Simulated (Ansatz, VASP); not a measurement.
**One calculation of Ru, two programs**

```xyz
2
Lattice="2.7238 0.0000 0.0000 -1.3619 2.3589 0.0000 0.0000 0.0000 4.2857" Properties=species:S:1:pos:R:3 pbc="T T T"
Ru    0.0000    1.5726    1.0714
Ru    1.3619    0.7863    3.2143
```

Alike in both runs: task single point; functional PBE; k mesh 22 × 22 × 12; occupations fermi-dirac, width 0.05 eV; collinear spin.

```csv
,VASP,Ansatz
version,VASP 6.6.1,Ansatz 0.2.0
potentials or method,"VASP PAW PBE potentials, release 64 (Ru_pv), cutoff 520 eV","plane waves (420 eV) with PAW, scalar-relativistic"
valence electrons in the cell,28,32
```

```tsv
	VASP	Ansatz	Ansatz less VASP
pressure (GPa)	-0.2	0.0	+0.15
traceless stress, the component that is largest in VASP (GPa)	0.76	0.75	-0.010
net moment per atom (μB)	0.00	0.00	0.000
```

VASP's potentials hold 28 valence electrons a cell and Ansatz's 32, so a difference there can come from the potentials and not from the codes. Ansatz's warnings: seeded moment not kept.
